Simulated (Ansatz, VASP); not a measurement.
## Two plane-wave programs on LiH

```xyz
2
Lattice="0.0000 2.0030 2.0030 2.0030 0.0000 2.0030 2.0030 2.0030 0.0000" Properties=species:S:1:pos:R:3 pbc="T T T"
Li    0.0000    0.0000    0.0000
H     2.0030    2.0030    2.0030
```

Alike in both runs: task single point; functional PBEsol; k mesh 8 × 8 × 8; no spin polarisation.

```csv
,VASP,Ansatz
version,VASP 6.6.1,Ansatz 0.2.0
potentials or method,"VASP PAW PBE potentials, release 64 (Li_sv, H)","plane waves, PAW"
plane-wave cutoff (eV),750,420
occupations,"gaussian, width 0.01 eV",fixed
valence electrons in the cell,4,4
```

|  | VASP | Ansatz | Ansatz less VASP |
| --- | --- | --- | --- |
| gap on the k mesh at the Fermi level (eV) | 2.75 | 2.74 | -0.002 |
| pressure (GPa) | -0.8 | -0.7 | +0.09 |

VASP's potentials were made for PBE, not for PBEsol.
